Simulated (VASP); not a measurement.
# Ge (I4_1/amd) in VASP: vibrations by perturbation theory with PBEsol

Aim: the vibrations by perturbation theory of Ge with PBEsol.

Everything below comes from runs of VASP 6.6.1. Logs are shortened: lines on timing, memory, paths and dates and some standing lists are left out, and cuts for length are marked.

### Step 1. The cell of the first run

The structure is tetragonal, space group I4_1/amd (No. 141). The conventional cell has a = 5.149 Å, b = 5.149 Å, c = 2.795 Å, α = 90.00°, β = 90.00°, γ = 90.00°. Within 3.5 Å of Ge (site symmetry -4m2) lie 10 Ge at 2.67 to 3.32 Å.

### Step 2. Vibrations by perturbation theory, PBEsol

Contents of INCAR:

```
SYSTEM = Ge
PREC = Accurate
ENCUT = 520
EDIFF = 1E-8
ISMEAR = 1
SIGMA = 0.1
LREAL = .FALSE.
LASPH = .TRUE.
NELM = 80
ALGO = Normal
ISIF = 2
LWAVE = .FALSE.
LCHARG = .TRUE.
GGA = PS
NBANDS = 21
IBRION = 8
NSW = 1
```

Contents of KPOINTS:

```
Automatic mesh
0
G
  12 12 12
  0 0 0
```

Contents of POSCAR:

```
Ge
1.0
   -2.5744900000      2.5744900000      1.3974130000
    2.5744900000     -2.5744900000      1.3974130000
    2.5744900000      2.5744900000     -1.3974130000
Ge
2
Direct
    0.2500000000      0.7500000000      0.5000000000
    0.5000000000      0.5000000000      0.0000000000
```

Potentials or basis: VASP PAW PBE potentials, release 64 (Ge_d).

Started as:

```sh
cat potpaw_PBE.64/Ge_d/POTCAR > POTCAR
mpirun -np 1 vasp_std > vasp.out
```

OUTCAR:

```text
SYSTEM = Ge
   PREC = Accurate
   ENCUT = 520
   EDIFF = 1E-8
   ISMEAR = 1
   LREAL = .FALSE.
   LASPH = .TRUE.
   NELM = 80
   ISIF = 2
   GGA = PS
   IBRION = 8
   NSW = 1

 ion  position               nearest neighbor table
   1  0.250  0.750  0.500-   2 2.67   2 2.67   2 2.67   2 2.67
   2  0.500  0.500  0.000-   1 2.67   1 2.67   1 2.67   1 2.67

  LATTYP: Found a body centered tetragonal cell.
 ALAT       =     5.1489800000
 C/A-ratio  =     0.5427921647

  Lattice vectors:

 A1 = (  -2.5744900000,   2.5744900000,   1.3974130000)
 A2 = (   2.5744900000,  -2.5744900000,   1.3974130000)
 A3 = (   2.5744900000,   2.5744900000,  -1.3974130000)

Analysis of symmetry for initial positions (statically):
=====================================================================
 Subroutine PRICEL returns:
 Original cell was already a primitive cell.

 Routine SETGRP: Setting up the symmetry group for a
 body centered tetragonal supercell.

 Subroutine GETGRP returns: Found 16 space group operations
 (whereof  8 operations were pure point group operations)
 out of a pool of 16 trial point group operations.

The static configuration has the point symmetry D_2d.
 The point group associated with its full space group is D_4h.

Analysis of symmetry for dynamics (positions and initial velocities):
=====================================================================
 Subroutine PRICEL returns:
 Original cell was already a primitive cell.

 Routine SETGRP: Setting up the symmetry group for a
 body centered tetragonal supercell.

 Subroutine GETGRP returns: Found 16 space group operations
 (whereof  8 operations were pure point group operations)
 out of a pool of 16 trial point group operations.

The dynamic configuration has the point symmetry D_2d.
 The point group associated with its full space group is D_4h.

 Subroutine INISYM returns: Found 16 space group operations
 (whereof  8 operations are pure point group operations),
 and found     1 'primitive' translations

----------------------------------------------------------------------------------------

                                     Primitive cell

  volume of cell :      37.0482

  direct lattice vectors                    reciprocal lattice vectors
    -2.574490000  2.574490000  1.397413000     0.000000000  0.194213223  0.357804028
     2.574490000 -2.574490000  1.397413000     0.194213223  0.000000000  0.357804028
     2.574490000  2.574490000 -1.397413000     0.194213223  0.194213223  0.000000000

  length of vectors
     3.899841101  3.899841101  3.899841101     0.407114847  0.407114847  0.274658974

  position of ions in fractional coordinates (direct lattice)
     0.250000000  0.750000000  0.500000000
     0.500000000  0.500000000  0.000000000

  ion indices of the primitive-cell ions
   primitive index   ion index
                 1           1
                 2           2

----------------------------------------------------------------------------------------

 KPOINTS: Automatic mesh

Automatic generation of k-mesh.
 Grid dimensions read from file:
 generate k-points for:   12   12   12

 Generating k-lattice:

  Cartesian coordinates                     Fractional coordinates (reciprocal lattice)
     0.000000000  0.016184435  0.029817002     0.083333333  0.000000000 -0.000000000
     0.016184435  0.000000000  0.029817002     0.000000000  0.083333333 -0.000000000
     0.016184435  0.016184435  0.000000000     0.000000000  0.000000000  0.083333333

  Length of vectors
     0.033926237  0.033926237  0.022888248
[... 76 lines left out ...]
  Fermi-wavevector in a.u.,A,eV,Ry     =   1.491209  2.817976 30.255324  2.223704
  Thomas-Fermi vector in A             =   2.603893
   LORBIT       =      0    0 simple, 1 ext, 2 COOP (PROOUT), +10 PAW based schemes
   GGA     = PS    functional components
   LHFCALC =     F    Hartree Fock is set to
   AEXX    =    0.0000 exact exchange contribution
   IVDW    =     0    specifies the selected vdW correction
   LEPSILON=     F    determine dielectric tensor
   LRPA    =     F    only Hartree local field effects (RPA)
 non-spin polarized calculation
 Methfessel and Paxton  Order N= 1 SIGMA  =   0.10
  energy-cutoff  :      520.00
  volume of cell :       37.05
 maximum number of plane-waves:      1029
 NGX is ok and might be reduce to    30
   NGX = 15   NGY = 15   NGZ = 15

--------------------------------------- Ionic step        1  -------------------------------------------

 number of electron      28.0000028 magnetization

 Free energy of the ion-electron system (eV)
  ---------------------------------------------------
  ext. energy  EPLUGINS =         0.00000000
  ---------------------------------------------------
  free energy    TOTEN  =        -9.53831043 eV

  energy without entropy =       -9.53775479  energy(sigma->0) =       -9.53812522

 E-fermi :   6.6566     XC(G=0): -11.4696

 val. band max:        6.6535271391   @ k =   0.3333   0.1667   0.0000
 cond. band min:       6.6576419708   @ k =  -0.0833  -0.2500   0.0833
 fundamental gap:      0.0041148317
 Fermi energy:         6.6565987590

 k-point     1 :       0.0000    0.0000    0.0000
  band No.  band energies     occupation
      1     -18.0152      2.00000
      2     -17.9717      2.00000
      3     -17.9394      2.00000
      4     -17.9394      2.00000
      5     -17.8327      2.00000
      6     -17.8327      2.00000
[... 565 lines left out ...]
     20      16.8291      0.00000
     21      17.5499      0.00000

 [... further k-points ...]

------------------------ aborting loop because EDIFF is reached ----------------------------------------

  FORCE on cell =-STRESS in cart. coord.  units (eV):
  Direction    XX          YY          ZZ          XY          YZ          ZX
  --------------------------------------------------------------------------------------
  -------------------------------------------------------------------------------------
  Total       -0.2579873     -0.2579873     -0.0401338      0.0000000      0.0000000      0.0000000
  in kB      -11.1568528    -11.1568528     -1.7356141      0.0000000      0.0000000      0.0000000
  external PRESSURE =      -8.0164399 kB  Pullay stress =       0.0000000 kB

 VOLUME and BASIS-vectors are now :
 -----------------------------------------------------------------------------
  energy-cutoff  :      520.00
  volume of cell :       37.05
      direct lattice vectors                 reciprocal lattice vectors
    -2.574490000  2.574490000  1.397413000     0.000000000  0.194213223  0.357804028
     2.574490000 -2.574490000  1.397413000     0.194213223  0.000000000  0.357804028
     2.574490000  2.574490000 -1.397413000     0.194213223  0.194213223  0.000000000

 POSITION                                       TOTAL-FORCE (eV/Angst)
 -----------------------------------------------------------------------------------
      2.57449      0.00000      0.69871         0.000000     -0.000000      0.000000
      0.00000      0.00000      1.39741        -0.000000      0.000000     -0.000000
 -----------------------------------------------------------------------------------
    total drift:                                0.000000     -0.000000      0.000000

  FREE ENERGIE OF THE ION-ELECTRON SYSTEM (eV)
  ---------------------------------------------------
  free  energy   TOTEN  =        -9.5383104338 eV

  energy  without entropy=       -9.5377547917  energy(sigma->0) =       -9.53812522

[... ionic steps 2 to 3 ...]

--------------------------------------- Ionic step        4  -------------------------------------------

------------------------ aborting loop because EDIFF is reached ----------------------------------------

[... ionic steps 5 to 5 ...]

--------------------------------------- Ionic step        6  -------------------------------------------

 Free energy of the ion-electron system (eV)
  ---------------------------------------------------
  ---------------------------------------------------
  free energy    TOTEN  =        -0.18314603 eV

  energy without entropy =       -0.18314603

------------------------ aborting loop because EDIFF is reached ----------------------------------------

 INTERNAL STRAIN TENSOR  FOR ION    1  DIRECTION 3   (eV/Angst):
 -----------------------------------------------------------------------------
     2.54409  0.00000  0.00000
     0.00000 -2.55054  0.00000
     0.00000  0.00000  0.00068

 INTERNAL STRAIN TENSOR FOR ION    2 for displacements in x,y,z  (eV/Angst):
          X           Y           Z          XY          YZ          ZX
  --------------------------------------------------------------------------------
  x     0.00000     0.00000     0.00000     0.00000     0.00000    -1.24883
  y     0.00000     0.00000     0.00000     0.00000     1.12744     0.00000
  z    -2.54732     2.54732     0.00000     0.00000     0.00000     0.00000

 SECOND DERIVATIVES (NOT SYMMETRIZED)
 ------------------------------------
               1X          1Y          1Z          2X          2Y          2Z
  1X    -3.916798    0.000000    0.000000    3.916798    0.000000    0.000000
  1Y     0.000000   -3.916798    0.000000    0.000000    3.916798    0.000000
  1Z     0.000000    0.000000   -0.514582    0.000000    0.000000    0.514582
  2X     3.916798    0.000000    0.000000   -3.916798    0.000000    0.000000
  2Y     0.000000    3.916798    0.000000    0.000000   -3.916798    0.000000
  2Z     0.000000    0.000000    0.514582    0.000000    0.000000   -0.514582

 Eigenvectors and eigenvalues of the dynamical matrix
 ----------------------------------------------------

   1 f  =    5.134913 THz    32.263612 2PiTHz  171.282270 cm-1    21.236285 meV
             X         Y         Z           dx          dy          dz
      2.574490  0.000000  0.698707    -0.707107    0.000000    0.000000
      0.000000  0.000000  1.397413     0.707107    0.000000    0.000000
[... 21 lines left out ...]
   6 f  =    0.000000 THz     0.000000 2PiTHz    0.000000 cm-1     0.000000 meV
             X         Y         Z           dx          dy          dz
      2.574490  0.000000  0.698707     0.000000    0.000000    0.707107
      0.000000  0.000000  1.397413     0.000000    0.000000    0.707107

--------------------------------------------------------------------------------------------------------

 ELASTIC MODULI CONTR FROM IONIC RELAXATION (kBar)
 Direction    XX          YY          ZZ          XY          YZ          ZX
 --------------------------------------------------------------------------------
 XX        -545.3231    545.3231      0.0000      0.0000      0.0000      0.0000
 YY         545.3231   -545.3231      0.0000      0.0000      0.0000      0.0000
 ZZ           0.0000      0.0000      0.0000      0.0000      0.0000      0.0000
 XY           0.0000      0.0000      0.0000      0.0000      0.0000      0.0000
 YZ           0.0000      0.0000      0.0000      0.0000    -14.0346      0.0000
 ZX           0.0000      0.0000      0.0000      0.0000      0.0000    -17.2194
 --------------------------------------------------------------------------------
```

Wall time 36 min (1 thread of Oxide Virtual Turin-like, shared host); peak memory 0.71 GiB.

What came out:

* Highest phonon frequency at Γ: 171 cm⁻¹

Phonon frequencies in cm⁻¹ (negative: imaginary):
```tsv
q point	frequencies
(0.000, 0.000, 0.000)	0 0 0 62 171 171
```

Caveat: the PAW data sets were made with another functional, which shifts forces and pressure a little.
